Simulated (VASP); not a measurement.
Here is a VASP 6.6.1 calculation.

Contents of INCAR:

```
PREC = Accurate
ENCUT = 520
EDIFF = 1E-7
ISMEAR = 0
SIGMA = 0.05
LREAL = False
LASPH = True
NELM = 80
ALGO = Normal
ISIF = 2
LWAVE = False
LCHARG = True
GGA = PE
LELF = True
LVHAR = True
NBANDS = 26
```

Contents of KPOINTS:

```
regular mesh
0
Gamma
  9 9 2
```

The input POSCAR:

```
MgO
1.0
    3.1165000000      0.0000000000      0.0000000000
   -1.5582500000      2.6989681709      0.0000000000
    0.0000000000      0.0000000000      9.9532000000
Mg O
4 4
Direct
    0.3333333333      0.6666666667      0.9694906392
    0.0000000000      0.0000000000      0.2208211786
    0.0000000000      0.0000000000      0.7208211786
    0.6666666667      0.3333333333      0.4694906392
    0.3333333333      0.6666666667      0.7800420079
    0.0000000000      0.0000000000      0.5296443544
    0.0000000000      0.0000000000      0.0296443544
    0.6666666667      0.3333333333      0.2800420079
```

Potentials or basis: VASP PAW PBE potentials, release 64 (Mg, O).

Launch:

```bash
$ cat potpaw_PBE.64/Mg/POTCAR potpaw_PBE.64/O/POTCAR > POTCAR
$ mpirun -np 1 vasp_std > vasp.out
```

(1) Predict the band gap on the k mesh.

(2) What does it give for the largest force?

(3) What does it give for the pressure?

Results:

(1) 4.36 eV, direct.

(2) 0.139 eV/Å.

(3) 24.5 GPa.
